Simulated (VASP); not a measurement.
A run of VASP 6.6.1 is set up as follows.

INCAR

```
PREC = Accurate
ENCUT = 560
EDIFF = 1E-6
ISMEAR = -1
SIGMA = 0.05
LREAL = False
LASPH = True
NELM = 120
ALGO = Normal
ISIF = 2
LWAVE = False
LCHARG = False
NBANDS = 23
GGA_COMPAT = False
```

Contents of KPOINTS:

```
regular mesh
0
Gamma
  18 18 10
```

File POSCAR:

```
Ru
1.0
    2.2935126633      0.0000000000      0.0000000000
   -1.1467563316      1.9862402303      0.0000000000
    0.0000000000      0.0000000000      3.6767592513
Ru
2
Direct
    0.3333333333      0.6666666667      0.2500000000
    0.6666666667      0.3333333333      0.7500000000
```

Potentials or basis: VASP PAW LDA potentials, release 64 (Ru_sv).

The run is started by

```console
$ cat potpaw_LDA.64/Ru_sv/POTCAR > POTCAR
$ mpirun -np 1 vasp_std > vasp.out
```

Estimate the pressure.

451.6 GPa.

What does it give for the band gap on the k mesh?

Zero (bands 16 and 17 overlap by 6.62 eV).

Caveat: the cell stands under pressure.
